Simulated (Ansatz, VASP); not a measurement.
HfB2: VASP beside Ansatz

INCAR

```
ALGO     = Normal         # electronic algorithm
EDIFF    = 1E-6           # SCF threshold, eV
ENCUT    = 500            # plane-wave cutoff, eV
GGA      = CA             # functional
GGA_COMPAT= False        
ISIF     = 2              # what is computed and relaxed
ISMEAR   = 0              # smearing method
LASPH    = True           # aspherical terms in the spheres
LCHARG   = False          # write CHGCAR
LREAL    = False          # projectors in reciprocal space
LWAVE    = False          # write WAVECAR
NBANDS   = 15             # bands
NELM     = 120            # most SCF steps
PREC     = Accurate       # precision mode
SIGMA    = 0.1            # smearing width, eV
```

Contents of KPOINTS:

```
k-points
0
Gamma
  6 6 6
```

File POSCAR:

```
HfB2
1.0
    3.1326790800      0.0000000000      0.0000000000
   -1.5663395400      2.7129796700      0.0000000000
    0.0000000000      0.0000000000      3.4792139900
Hf B
1 2
Direct
    0.0000000000      0.0000000000      0.0000000000
    0.3333333300      0.6666666700      0.5000000000
    0.6666666700      0.3333333300      0.5000000000
```

Input for Ansatz:

```yaml
crystal:
  lattice:
    - [3.13267908, 0.0, 0.0]
    - [-1.56633954, 2.71297967, 0.0]
    - [0.0, 0.0, 3.47921399]
  atoms:
    - { symbol: Hf, position: [0.0, 0.0, 0.0] }
    - { symbol: B, position: [0.33333333, 0.66666667, 0.5] }
    - { symbol: B, position: [0.66666667, 0.33333333, 0.5] }
basis:
  ecutwfc: 600.0
kpoints:
  mp_grid: { grid: [6, 6, 6] }
hamiltonian:
  xc: lda
  pseudopotentials: { kind: paw, azcp: { folder: soft_1 } }
scf:
  occupations: { method: gaussian, width: 0.1 }
output:
  forces: true
  stress: true
  eigenvalues: true
```

Alike in both runs: task single point; functional LDA; k mesh 6 × 6 × 6; occupations gaussian, width 0.1 eV; no spin polarisation.

```csv
,VASP,Ansatz
version,VASP 6.6.1,Ansatz 0.2.0
potentials or method,"VASP PAW LDA potentials, release 64 (Hf_pv, B), cutoff 500 eV","scalar-relativistic, plane waves, PAW"
valence electrons in the cell,16,32
```

Ansatz gave:

* gap on the k mesh at the Fermi level (eV): none
* pressure (GPa): -8.8
* traceless stress, the component that is largest in VASP (GPa): -2.51

Question: Estimate VASP's values.

Answer: gap on the k mesh at the Fermi level (eV): none; pressure (GPa): -8.3; traceless stress, the component that is largest in VASP (GPa): -2.29.

Ansatz warns that its potentials were made for another functional, while VASP's fit it. LDA's correlation is that of Perdew and Zunger in VASP and of Perdew and Wang (1992) in Ansatz. A gap of «none» marks a metal or a gap that the smearing closes. VASP's potentials hold 16 valence electrons a cell and Ansatz's 32, so a difference there can come from the potentials and not from the codes.

The k mesh is coarse, so the values compare programs but aren't converged. Spin-orbit coupling is off throughout.
